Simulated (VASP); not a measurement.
Write the native input for VASP 6.6.1 that does the following.

```
Task                   : single point
Functional             : PBE
Potentials or basis    : VASP PAW PBE potentials, release 64 (Zr_sv, Al, N)
Cutoff                 : 520 eV
k mesh                 : 8 × 8 × 8
Occupations            : gaussian, width 0.1 eV
Spin                   : no spin polarisation
Dipole correction      : no
Further INCAR settings : ALGO = Normal; EDIFF = 1e-07; NBANDS = 40
```

The structure of Zr2Al3N5 lies in POSCAR:

```
Zr2Al3N5
1.0
   -1.5492318275      1.5492318275     10.8915699768
    1.5492318275     -1.5492318275     10.8915699768
    1.5492318275      1.5492318275    -10.8915699768
Zr Al N
2 3 5
Direct
    0.8974710525      0.8974710525      0.0000000000
    0.1025289475      0.1025289475      0.0000000000
    0.7045158576      0.7045158576      0.0000000000
    0.2954841424      0.2954841424      0.0000000000
    0.5000000000      0.5000000000      0.0000000000
    0.6063831461      0.6063831461      0.0000000000
    0.2063135936      0.2063135936      0.0000000000
    0.7936864064      0.7936864064      0.0000000000
    0.3936168539      0.3936168539      0.0000000000
    0.0000000000      0.0000000000      0.0000000000
```

The input as run:

INCAR

```
SYSTEM = Zr2Al3N5
PREC     = Accurate       ! precision mode
ENCUT    = 520            ! plane-wave cutoff, eV
EDIFF    = 1E-7           ! SCF threshold, eV
ISMEAR   = 0              ! smearing method
SIGMA    = 0.1            ! smearing width, eV
LREAL    = .FALSE.        ! projectors in reciprocal space
LASPH    = .TRUE.         ! aspherical terms in the spheres
NELM     = 100            ! most SCF steps
ALGO     = Normal         ! electronic algorithm
ISIF     = 2              ! what is computed and relaxed
LWAVE    = .FALSE.        ! write WAVECAR
LCHARG   = .TRUE.         ! write CHGCAR
GGA      = PE             ! functional
LELF     = .TRUE.         ! ELF
LVHAR    = .TRUE.       
NBANDS   = 40             ! bands
```

KPOINTS

```
Automatic mesh
0
G
  8 8 8
  0 0 0
```

Potentials or basis: VASP PAW PBE potentials, release 64 (Zr_sv, Al, N).

Run with:

```sh
$ cat potpaw_PBE.64/Zr_sv/POTCAR potpaw_PBE.64/Al/POTCAR potpaw_PBE.64/N/POTCAR > POTCAR
$ mpirun -np 1 vasp_std > vasp.out
```

It gave:

```
Pressure               : 0.1 GPa
Largest force          : 0.023 eV/Å
Band gap on the k mesh : zero (bands 29 and 30 overlap by 4.32 eV)
```

Wall time 57 min on 1 thread of Intel(R) Xeon(R) Platinum 8259CL CPU @ 2.50GHz (Skylake/Cascade Lake), with other jobs on the host, peak memory 1.2 GiB.
